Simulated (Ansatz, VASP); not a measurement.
**Two plane-wave programs on Sc3TeBr**

The input INCAR:

```
ALGO     = Normal         # electronic algorithm
EDIFF    = 1E-6           # SCF threshold, eV
EDIFFG   = -0.01          # ionic threshold
ENCUT    = 600            # plane-wave cutoff, eV
GGA      = PE             # functional
IBRION   = 2              # ionic algorithm
ISIF     = 3              # what is computed and relaxed
ISMEAR   = 0              # smearing method
LASPH    = T              # aspherical terms in the spheres
LCHARG   = F              # write CHGCAR
LREAL    = F              # projectors in reciprocal space
LWAVE    = F              # write WAVECAR
NELM     = 100            # most SCF steps
NSW      = 100            # ionic steps
PREC     = Accurate       # precision mode
SIGMA    = 0.1            # smearing width, eV
```

File KPOINTS:

```
k-points
0
Gamma
  8 8 8
```

The input POSCAR:

```
Sc3TeBr
1.0
    4.9326099600      0.0000000000      0.0000000000
    0.0000000000      4.9326099600      0.0000000000
    0.0000000000      0.0000000000      4.9326099600
Sc Te Br
3 1 1
Direct
    0.0000000000      0.5000000000      0.5000000000
    0.5000000000      0.5000000000      0.0000000000
    0.5000000000      0.0000000000      0.5000000000
    0.0000000000      0.0000000000      0.0000000000
    0.5000000000      0.5000000000      0.5000000000
```

Input for Ansatz:

```yaml
crystal:
  lattice:
    - [4.93260996, 0.0, 0.0]
    - [0.0, 4.93260996, 0.0]
    - [0.0, 0.0, 4.93260996]
  atoms:
    - { symbol: Sc, position: [0.0, 0.5, 0.5] }
    - { symbol: Sc, position: [0.5, 0.5, 0.0] }
    - { symbol: Sc, position: [0.5, 0.0, 0.5] }
    - { symbol: Te, position: [0.0, 0.0, 0.0] }
    - { symbol: Br, position: [0.5, 0.5, 0.5] }
basis:
  ecutwfc: 420
kpoints:
  mp_grid: { grid: [8, 8, 8] }
hamiltonian:
  xc: pbe
scf:
  occupations: { method: gaussian, width: 0.1 }
output:
  forces: true
  stress: true
  eigenvalues: true
relax:
  adjacent_minimum: "off"
  f_tol: 0.01
  max_steps: 80
  cell: { stress_tol: 0.05 }
```

Change from the starting cell: species swapped into the Sc3SnC type (Pm-3m, No. 221).

Alike in both runs: task relaxation of cell and atoms; functional PBE; k mesh 8 × 8 × 8; occupations gaussian, width 0.1 eV; no spin polarisation.

```csv
,VASP,Ansatz
version,VASP 6.6.1,Ansatz 0.2.0
potentials or method,"VASP PAW PBE potentials, release 64 (Sc_sv, Te, Br), cutoff 600 eV","scalar-relativistic, plane waves, PAW"
valence electrons in the cell,46,56
```

Ansatz gave:

| Property | Result |
| --- | --- |
| gap on the k mesh at the Fermi level, each at its own relaxed structure (eV) | none |
| relaxed volume (Å³/atom) | 25.02 |
| relaxed length of the cell vector where the two differ most in proportion (Å) | 5.002 |

Question: What did VASP give for the same quantities?

Answer: gap on the k mesh at the Fermi level, each at its own relaxed structure (eV): none; relaxed volume (Å³/atom): 25.11; relaxed length of the cell vector where the two differ most in proportion (Å): 5.007.

A gap of «none» marks a metal or a gap that the smearing closes. VASP's potentials hold 46 valence electrons a cell and Ansatz's 56, so a difference there can come from the potentials and not from the codes.

Spin-orbit coupling is off throughout.
